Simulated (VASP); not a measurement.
## Cu: single point with PBEsol+D4

The system is Cu.

```
CELL_PARAMETERS angstrom
0.00000 1.76684 1.76684
1.76684 0.00000 1.76684
1.76684 1.76684 0.00000
ATOMIC_POSITIONS crystal
Cu 0.00000 0.00000 0.00000
```

```yaml
Program: VASP 6.6.1
Task: single point
Functional: PBEsol
Dispersion: D4
Potentials_or_basis: VASP PAW PBE potentials, release 64 (Cu)
Cutoff: 600 eV
k_mesh: 13 × 13 × 13
Occupations: fermi-dirac, width 0.05 eV
Spin: no spin polarisation
Dipole_correction: no
Further_INCAR_settings: ALGO = Normal; EDIFF = 1e-06; NBANDS = 12
```

```yaml
Pressure: 0.8 GPa
Band_gap_on_the_k_mesh: zero (an odd number of electrons rules out a gap without spin polarisation)
Dispersion_energy_per_atom: -0.345 eV
```

Levels at points of the mesh, in eV from the Fermi level:
```
           k point  band 2  band 3  band 4  band 5  band 6  band 7  band 8  band 9  band 10  band 11
(0.00, 0.00, 0.00)   -3.43   -3.43   -3.43   -2.50   -2.50   22.95   26.10   26.10    26.10    28.65
```

Run time: 8.3 s on 1 thread of AMD EPYC 7R13 Processor (Zen 3), on a shared host, peak memory 0.1 GiB.

Caveat: the PAW data sets were made with another functional, which shifts forces and pressure a little.
